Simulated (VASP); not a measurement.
Write the native input for VASP 6.6.1 that does the following.

| Quantity | Value |
| --- | --- |
| Task | single point |
| Functional | PBEsol |
| Potentials or basis | VASP PAW PBE potentials, release 64 (K_sv, Mg, F) |
| Cutoff | 520 eV |
| k mesh | 6 × 6 × 6 |
| Occupations | gaussian, width 0.02 eV |
| Spin | no spin polarisation |
| Dipole correction | no |
| Further INCAR settings | ALGO = Normal; EDIFF = 1e-06; NBANDS = 24 |

The structure of KMgF3 lies in POSCAR:

```
KMgF3
1.0
    4.1708601978      0.0000000000      0.0000000000
    0.0000000000      4.1708601978      0.0000000000
    0.0000000000      0.0000000000      3.8834899258
K Mg F
1 1 3
Direct
    0.5000000000      0.5000000000      0.5000000000
    0.0000000000      0.0000000000      0.0000000000
    0.0000000000      0.5000000000      0.0000000000
    0.0000000000      0.0000000000      0.5000000000
    0.5000000000      0.0000000000      0.0000000000
```

This cell differs from its parent crystal: biaxial strain in the a-b plane: +4.5 %.

One way to write it, as run:

INCAR

```
SYSTEM = KMgF3
ALGO     = Normal         ! electronic algorithm
EDIFF    = 1E-6           ! SCF threshold, eV
ENCUT    = 520            ! plane-wave cutoff, eV
GGA      = PS             ! functional
ISIF     = 2              ! what is computed and relaxed
ISMEAR   = 0              ! smearing method
LASPH    = .True.         ! aspherical terms in the spheres
LCHARG   = .True.         ! write CHGCAR
LELF     = .True.         ! ELF
LREAL    = .False.        ! projectors in reciprocal space
LVHAR    = .True.       
LWAVE    = .False.        ! write WAVECAR
NBANDS   = 24             ! bands
NELM     = 80             ! most SCF steps
PREC     = Accurate       ! precision mode
SIGMA    = 0.02           ! smearing width, eV
```

KPOINTS

```
k-points
0
Gamma
  6 6 6
  0 0 0
```

Potentials or basis: VASP PAW PBE potentials, release 64 (K_sv, Mg, F).

Launch:

```console
$ cat potpaw_PBE.64/K_sv/POTCAR potpaw_PBE.64/Mg/POTCAR potpaw_PBE.64/F/POTCAR > POTCAR
$ mpirun -np 1 vasp_std > vasp.out
```

It gave:

| Item | Value |
| --- | --- |
| Pressure | -3.7 GPa |
| Band gap on the k mesh | 6.65 eV, indirect (least direct gap 6.96 eV) |

Caveat: the cell differs from its parent crystal (biaxial strain in the a-b plane: +4.5 %); the PAW data sets were made with another functional, which shifts forces and pressure a little.

It took 41 s on 1 thread of Intel(R) Xeon(R) Platinum 8488C (Sapphire Rapids), with other jobs on the host, peak memory 0.22 GiB.
